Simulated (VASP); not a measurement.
# Fe (Im-3m) in VASP: a series of runs

Fe is run at these levels: PBEsol; tasks: single point, relaxation of cell and atoms.

Program: VASP 6.6.1. These are calculated values, not measurements. Logs are shortened: lines on timing, memory, paths and dates and some standing lists are left out, and cuts for length are marked.

## (1) The cell of the first run

Symmetry: Im-3m, No. 229, cubic system. Conventional cell: a = 2.790 Å, b = 2.790 Å, c = 2.790 Å, α = 90.00°, β = 90.00°, γ = 90.00°. Fe (site symmetry m-3m) has 14 Fe at 2.42 to 2.79 Å within 3.2 Å.

## (2) Single point, PBEsol, collinear spin, ferromagnetic start

Input file INCAR:

```
PREC = Accurate ; ENCUT = 520
EDIFF = 1E-7 ; ISMEAR = 0
SIGMA = 0.05 ; LREAL = False
LASPH = True ; NELM = 150
ALGO = Normal ; ISIF = 2
LWAVE = False ; LCHARG = False
ISPIN = 2 ; MAGMOM = 3.5
LORBIT = 11 ; LMAXMIX = 4
GGA = PS ; NBANDS = 14
```

Input file KPOINTS:

```
Automatic mesh
0
Gamma
  10 10 10
```

Input file POSCAR:

```
Fe
1.0
    2.4158807927     -0.0000000134     -0.0000000232
   -0.8052935850      2.2777142592     -0.0000000232
   -0.8052935850     -1.1388570962      1.9725584304
Fe
1
Direct
    0.0000000000      0.0000000000      0.0000000000
```

Potentials or basis: VASP PAW PBE potentials, release 64 (Fe).

The run is started by

```bash
$ cat potpaw_PBE.64/Fe/POTCAR > POTCAR
$ mpirun -np 1 vasp_std > vasp.out
```

OUTCAR:

```text
PREC = Accurate
   ENCUT = 520
   EDIFF = 1E-7
   ISMEAR = 0
   LREAL = False
   LASPH = True
   NELM = 150
   ISIF = 2
   ISPIN = 2
   LORBIT = 11
   GGA = PS

 ion  position               nearest neighbor table
   1  0.000  0.000  0.000-

  LATTYP: Found a body centered cubic cell.
 ALAT       =     2.7896188521

  Lattice vectors:

 A1 = (   2.4158807927,  -0.0000000134,  -0.0000000232)
 A2 = (  -0.8052935850,   2.2777142592,  -0.0000000232)
 A3 = (  -0.8052935850,  -1.1388570962,   1.9725584304)

Analysis of symmetry for initial positions (statically):
=====================================================================
 Subroutine PRICEL returns:
 Original cell was already a primitive cell.

 Routine SETGRP: Setting up the symmetry group for a
 body centered cubic supercell.

 Subroutine GETGRP returns: Found 48 space group operations
 (whereof 48 operations were pure point group operations)
 out of a pool of 48 trial point group operations.

The static configuration has the point symmetry O_h .

Analysis of symmetry for dynamics (positions and initial velocities):
=====================================================================
 Subroutine PRICEL returns:
 Original cell was already a primitive cell.

 Routine SETGRP: Setting up the symmetry group for a
 body centered cubic supercell.

 Subroutine GETGRP returns: Found 48 space group operations
 (whereof 48 operations were pure point group operations)
 out of a pool of 48 trial point group operations.

The dynamic configuration has the point symmetry O_h .

Analysis of structural, dynamic, and magnetic symmetry:
=====================================================================
 Subroutine PRICEL returns:
 Original cell was already a primitive cell.

 Routine SETGRP: Setting up the symmetry group for a
 body centered cubic supercell.

 Subroutine GETGRP returns: Found 48 space group operations
 (whereof 48 operations were pure point group operations)
 out of a pool of 48 trial point group operations.

The overall configuration has the point symmetry O_h .

 Subroutine INISYM returns: Found 48 space group operations
 (whereof 48 operations are pure point group operations),
 and found     1 'primitive' translations

----------------------------------------------------------------------------------------

                                     Primitive cell

  volume of cell :      10.8544

  direct lattice vectors                    reciprocal lattice vectors
     2.415880793 -0.000000013 -0.000000023     0.413927712  0.146345546  0.253477913
    -0.805293585  2.277714259 -0.000000023     0.000000005  0.439036638  0.253477913
    -0.805293585 -1.138857096  1.972558430     0.000000005  0.000000007  0.506955838

  length of vectors
     2.415880793  2.415880793  2.415880793     0.506955838  0.506955838  0.506955838

  position of ions in fractional coordinates (direct lattice)
     0.000000000  0.000000000  0.000000000

  ion indices of the primitive-cell ions
   primitive index   ion index
                 1           1

----------------------------------------------------------------------------------------

 KPOINTS: Automatic mesh

Automatic generation of k-mesh.
 Grid dimensions read from file:
 generate k-points for:   10   10   10

 Generating k-lattice:

  Cartesian coordinates                     Fractional coordinates (reciprocal lattice)
     0.041392771  0.014634555  0.025347791     0.100000000 -0.000000000  0.000000000
     0.000000000  0.043903664  0.025347791     0.000000000  0.100000000 -0.000000000
     0.000000000  0.000000001  0.050695584     0.000000000  0.000000000  0.100000000

  Length of vectors
     0.050695584  0.050695584  0.050695584

  Shift w.r.t. Gamma in fractional coordinates (k-lattice)
     0.000000000  0.000000000  0.000000000

 Subroutine IBZKPT returns following result:
 ===========================================

 Found     47 irreducible k-points:

 Following reciprocal coordinates:
            Coordinates               Weight
  0.000000  0.000000  0.000000      1.000000
  0.100000  0.000000 -0.000000     12.000000
  0.200000  0.000000 -0.000000     12.000000
  0.300000 -0.000000 -0.000000     12.000000
  0.400000  0.000000 -0.000000     12.000000
  0.500000 -0.000000 -0.000000      6.000000
[... 16 lines left out ...]
  0.300000  0.300000  0.100000      8.000000
 -0.300000  0.300000  0.100000     24.000000
 [... further k-points ...]
   k-points           NKPTS =     47   k-points in BZ     NKDIM =     47   number of bands    NBANDS=     14
   number of dos      NEDOS =    301   number of ions     NIONS =      1
   total plane-waves  NPLWV =   5832
   dimension x,y,z NGX =    18 NGY =   18 NGZ =   18
   dimension x,y,z NGXF=    36 NGYF=   36 NGZF=   36
   ions per type =               1
   NGX,Y,Z   is equivalent  to a cutoff of  12.39, 12.39, 12.39 a.u.
   NGXF,Y,Z  is equivalent  to a cutoff of  24.77, 24.77, 24.77 a.u.
 SYSTEM =  unknown system
   PREC   = accura    normal or accurate (medium, high low for compatibility)
   ISTART =      0    job   : 0-new  1-cont  2-samecut
   ICHARG =      2    charge: 1-file 2-atom 10-const
   ISPIN  =      2    spin polarized calculation?
   LNONCOLLINEAR =      F non collinear calculations
   LSORBIT =      F    spin-orbit coupling
   LASPH  =      T    aspherical Exc in radial PAW
   ENCUT  =  520.0 eV  38.22 Ry    6.18 a.u.   4.49  4.49  4.49*2*pi/ulx,y,z
   NELM   =    150;   NELMIN=  2; NELMDL= -5     # of ELM steps
   EDIFF  = 0.1E-06   stopping-criterion for ELM
   LREAL  =      F    real-space projection
   EDIFFG = 0.1E-05   stopping-criterion for IOM
   NSW    =      0    number of steps for IOM
   IBRION =     -1    ionic relax: 0-MD 1-quasi-New 2-CG
   NFREE  =      0    steps in history (QN), initial steepest desc. (CG)
   ISIF   =      2    stress and relaxation
   ISYM   =      2    0-nonsym 1-usesym 2-fastsym
   POTIM  = 0.5000    time-step for ionic-motion
   TEBEG  =    0.0;   TEEND  =   0.0 temperature during run
   PSTRESS=    0.0 pullay stress
   NELECT =       8.0000    total number of electrons
   NUPDOWN=      -1.0000    fix difference up-down
   EMIN   =  10.00;   EMAX   =-10.00  energy-range for DOS
   EFERMI =   0.00;   METHOD = LEGACY
   ISMEAR =     0;   SIGMA  =   0.05  broadening in eV -4-tet -1-fermi 0-gaus
   EFERMI_NEDOS =   21; number of points for ismear=-14 and -15
   IALGO  =     38    algorithm
   IMIX   =      4    mixing-type and parameters
     AMIX     =   0.40;   BMIX     =  1.00
     AMIX_MAG =   1.60;   BMIX_MAG =  1.00
  volume/ion in A,a.u.               =      10.85        73.25
  Fermi-wavevector in a.u.,A,eV,Ry     =   1.478779  2.794487 29.753050  2.186787
  Thomas-Fermi vector in A             =   2.593018
   LORBIT       =     11    0 simple, 1 ext, 2 COOP (PROOUT), +10 PAW based schemes
   GGA     = PS    functional components
   LHFCALC =     F    Hartree Fock is set to
   AEXX    =    0.0000 exact exchange contribution
   IVDW    =     0    specifies the selected vdW correction
   LEPSILON=     F    determine dielectric tensor
   LRPA    =     F    only Hartree local field effects (RPA)
 spin polarized calculation
 Gauss-broadening in eV      SIGMA  =   0.05
  energy-cutoff  :      520.00
  volume of cell :       10.85
 maximum number of plane-waves:       321
 NGX is ok and might be reduce to    18
   NGX =  9   NGY =  9   NGZ =  9

 number of electron       8.0000004 magnetization       2.1319572

 Free energy of the ion-electron system (eV)
  ---------------------------------------------------
  ext. energy  EPLUGINS =         0.00000000
  ---------------------------------------------------
  free energy    TOTEN  =        -8.92587469 eV

  energy without entropy =       -8.92401558  energy(sigma->0) =       -8.92494514

 E-fermi :   6.2159     XC(G=0): -13.5391

 val. band max:        6.2155807849   @ k =  -0.4000   0.5000   0.2000
 cond. band min:       6.2287799955   @ k =  -0.4000   0.5000   0.3000
 fundamental gap:      0.0131992105
 Fermi energy:         6.2158786515

 spin component 1

 k-point     1 :       0.0000    0.0000    0.0000
  band No.  band energies     occupation
      1      -2.6381      1.00000
      2       3.7358      1.00000
      3       3.7358      1.00000
      4       3.7358      1.00000
      5       5.1034      1.00000
      6       5.1034      1.00000
      7      31.5327      0.00000
      8      31.5327      0.00000
      9      31.5327      0.00000
     10      36.9417      0.00000
     11      36.9417      0.00000
     12      39.4669      0.00000
     13      39.4669      0.00000
     14      39.4669      0.00000

 k-point     2 :       0.1000    0.0000   -0.0000
  band No.  band energies     occupation
      1      -2.2127      1.00000
      2       3.6159      1.00000
      3       3.7197      1.00000
      4       3.9725      1.00000
      5       4.9935      1.00000
      6       5.1137      1.00000
      7      29.2007      0.00000
      8      30.8914      0.00000
      9      31.3089      0.00000
     10      36.0320      0.00000
     11      36.0641      0.00000
     12      36.5494      0.00000
     13      38.5739      0.00000
     14      40.5304      0.00000
[... 343 lines left out ...]
      1       2.2279      1.00000
      2       2.9485      1.00000
      3       2.9485      1.00000
      4       5.3476      1.00000
      5       5.3476      1.00000
      6      13.5389      0.00000
      7      13.5389      0.00000
      8      16.0945      0.00000
      9      21.5255      0.00000
     10      39.4491      0.00000
     11      39.4491      0.00000
     12      46.2567      0.00000
     13      48.9163      0.00000
     14      48.9163      0.00000

 k-point    24 :      -0.3000    0.3000    0.1000
  band No.  band energies     occupation
      1       0.6538      1.00000
      2       3.1976      1.00000
      3       3.4686      1.00000
      4       4.7258      1.00000
      5       5.4570      1.00000
      6       5.6730      1.00000
      7      20.3737      0.00000
      8      26.2172      0.00000
      9      26.8258      0.00000
     10      33.3043      0.00000
     11      33.9088      0.00000
     12      36.8074      0.00000
     13      46.1929      0.00000
     14      46.3107      0.00000

 [... further k-points ...]

 spin component 2

 k-point     1 :       0.0000    0.0000    0.0000
  band No.  band energies     occupation
      1      -2.3869      1.00000
      2       5.6166      1.00000
      3       5.6167      1.00000
      4       5.6167      1.00000
      5       7.6940      0.00000
      6       7.6940      0.00000
      7      31.4378      0.00000
      8      31.4378      0.00000
      9      31.4378      0.00000
     10      37.2384      0.00000
     11      37.2384      0.00000
     12      40.1959      0.00000
     13      40.1959      0.00000
     14      40.1959      0.00000

 k-point     2 :       0.1000    0.0000   -0.0000
  band No.  band energies     occupation
      1      -1.9584      1.00000
      2       5.4748      1.00000
      3       5.5848      1.00000
      4       5.8727      1.00000
      5       7.5498      0.00000
      6       7.7057      0.00000
      7      29.4081      0.00000
      8      30.9088      0.00000
      9      31.3435      0.00000
     10      36.3911      0.00000
     11      36.9239      0.00000
     12      37.3187      0.00000
     13      38.8653      0.00000
     14      41.1528      0.00000
[... 343 lines left out ...]
      1       3.7014      1.00000
      2       4.3231      1.00000
      3       4.3232      1.00000
      4       7.9243      0.00000
      5       7.9244      0.00000
      6      14.6052      0.00000
      7      14.6052      0.00000
      8      17.0003      0.00000
      9      22.1750      0.00000
     10      39.5926      0.00000
     11      39.5926      0.00000
     12      46.8072      0.00000
     13      49.2124      0.00000
     14      49.2124      0.00000

 k-point    24 :      -0.3000    0.3000    0.1000
  band No.  band energies     occupation
      1       1.1850      1.00000
      2       4.9588      1.00000
      3       5.1642      1.00000
      4       6.9374      0.00000
      5       7.4960      0.00000
      6       8.1806      0.00000
      7      21.2028      0.00000
      8      26.5489      0.00000
      9      27.4872      0.00000
     10      33.7802      0.00000
     11      34.4435      0.00000
     12      37.2852      0.00000
     13      46.5497      0.00000
     14      46.7338      0.00000

 [... further k-points ...]
[... 5 lines left out ...]
  --------------------------------------------------------------------------------------
  -------------------------------------------------------------------------------------
  Total       -0.0189000     -0.0189000     -0.0189000      0.0000000      0.0000000      0.0000000
  in kB       -2.7897657     -2.7897657     -2.7897657      0.0000000      0.0000000      0.0000000
  external PRESSURE =      -2.7897657 kB  Pullay stress =       0.0000000 kB

 VOLUME and BASIS-vectors are now :
 -----------------------------------------------------------------------------
  energy-cutoff  :      520.00
  volume of cell :       10.85
      direct lattice vectors                 reciprocal lattice vectors
     2.415880793 -0.000000013 -0.000000023     0.413927712  0.146345546  0.253477913
    -0.805293585  2.277714259 -0.000000023     0.000000005  0.439036638  0.253477913
    -0.805293585 -1.138857096  1.972558430     0.000000005  0.000000007  0.506955838

 POSITION                                       TOTAL-FORCE (eV/Angst)
 -----------------------------------------------------------------------------------
      0.00000      0.00000      0.00000        -0.000000      0.000000     -0.000000
 -----------------------------------------------------------------------------------
    total drift:                                0.000000      0.000000      0.000000

  FREE ENERGIE OF THE ION-ELECTRON SYSTEM (eV)
  ---------------------------------------------------
  free  energy   TOTEN  =        -8.9258746921 eV

  energy  without entropy=       -8.9240155843  energy(sigma->0) =       -8.92494514

 total charge

# of ion       s       p       d       tot
------------------------------------------
    1        0.509   0.588   6.274   7.371

 magnetization (x)

# of ion       s       p       d       tot
------------------------------------------
    1       -0.014  -0.057   2.188   2.117
```

Wall time 8 s (1 thread of Intel Xeon 6975P-C (Granite Rapids), shared host); peak memory 0.12 GiB.

Results:

- Free energy: -8.9259 eV
- Pressure: -0.3 GPa
- Net moment: 2.13 μB per cell
- Site moments: Fe +2.12 μB
- Valence electrons inside the program's atomic spheres: Fe 7.37

Caveat: the PAW data sets were made with another functional, which shifts forces and pressure a little.

## (3) Relaxation of cell and atoms, PBEsol, collinear spin, ferromagnetic start

This run uses another cell than the first one, of 12.02 Å³/atom, 1.107 times its volume.

Input file INCAR:

```
SYSTEM = Fe
ALGO = Normal
EDIFF = 1E-7
EDIFFG = -0.01
ENCUT = 600
GGA = PS
IBRION = 2
ISIF = 3
ISMEAR = 0
ISPIN = 2
LASPH = .True.
LCHARG = .False.
LMAXMIX = 4
LORBIT = 11
LREAL = .False.
LWAVE = .False.
MAGMOM = 3.5
NELM = 150
NSW = 80
PREC = Accurate
SIGMA = 0.05
```

Input file KPOINTS:

```
k-points
0
Gamma
  10 10 10
  0 0 0
```

Input file POSCAR:

```
Fe
1.0
    2.4993490196     -0.0000000138     -0.0000000240
   -0.8331163268      2.3564088583     -0.0000000240
   -0.8331163268     -1.1782043946      2.0407099530
Fe
1
Direct
    0.0000000000      0.0000000000      0.0000000000
```

Potentials or basis: VASP PAW PBE potentials, release 64 (Fe).

The run is started by

```bash
$ cat potpaw_PBE.64/Fe/POTCAR > POTCAR
$ mpirun -np 1 vasp_std > vasp.out
```

It took 16 s on 1 thread of Intel Xeon 6975P-C (Granite Rapids), shared host; peak memory 0.14 GiB.

It converged, with:

| Item | Value |
| --- | --- |
| Free energy | -8.9260 eV |
| Relaxed volume | 10.84 Å³/atom |
| Relaxed cell | a = 2.415 Å, b = 2.415 Å, c = 2.415 Å, α = 109.47°, β = 109.47°, γ = 109.47° |
| Space group after relaxing (to 0.05 Å) | Im-3m (No. 229) |
| Energy gained by relaxing | 83.1 meV/atom |
| Ionic steps | 3 |
| Pressure after relaxing | 0.1 GPa |
| Net moment | 2.13 μB per cell |
| Site moments | Fe +2.12 μB |
| Valence electrons inside the program's atomic spheres | Fe 7.38 |

Step by step:
```csv
step,energy change (eV),largest force (eV/Å),pressure (GPa),volume (Å³)
1,0.0000,0.0000,-19.88,12.02
2,0.0359,0.0000,34.76,9.61
3,-0.0831,0.0000,0.07,10.84
```

Final structure:
```cif
data_structure
_symmetry_space_group_name_H-M 'P 1'
_symmetry_Int_Tables_number 1
_cell_length_a 2.4146
_cell_length_b 2.4146
_cell_length_c 2.4146
_cell_angle_alpha 109.471
_cell_angle_beta 109.471
_cell_angle_gamma 109.471
_cell_volume 10.84
loop_
_atom_site_label
_atom_site_type_symbol
_atom_site_fract_x
_atom_site_fract_y
_atom_site_fract_z
_atom_site_occupancy
Fe1 Fe 0.00000 0.00000 0.00000 1
```

Levels at points of the mesh, in eV from the Fermi level:
Spin up:
| k point | band 1 | band 2 | band 3 | band 4 | band 5 | band 6 | band 7 | band 8 | band 9 | band 10 |
| --- | --- | --- | --- | --- | --- | --- | --- | --- | --- | --- |
| (0.00, 0.00, 0.00) | -8.87 | -2.49 | -2.49 | -2.49 | -1.11 | -1.11 | 25.33 | 25.33 | 25.33 | 30.75 |
| (0.50, 0.00, 0.00) | -5.29 | -3.66 | -1.06 | -0.90 | 0.36 | 0.42 | 7.69 | 18.63 | 20.82 | 24.06 |
| (0.50, 0.50, 0.50) | -5.20 | -5.20 | 0.13 | 0.13 | 0.13 | 10.12 | 10.12 | 10.12 | 16.05 | 16.05 |
Spin down:
```csv
k point,band 1,band 2,band 3,band 4,band 5,band 6,band 7,band 8
"(0.00, 0.00, 0.00)",-8.61,-0.61,-0.61,-0.61,1.48,1.48,25.24,25.24
"(0.50, 0.00, 0.00)",-4.02,-1.97,0.57,1.36,1.75,2.61,9.06,18.76
"(0.50, 0.50, 0.50)",-3.48,-3.48,2.28,2.28,2.28,10.47,10.47,10.47
```

Caveat: the PAW data sets were made with another functional, which shifts forces and pressure a little.
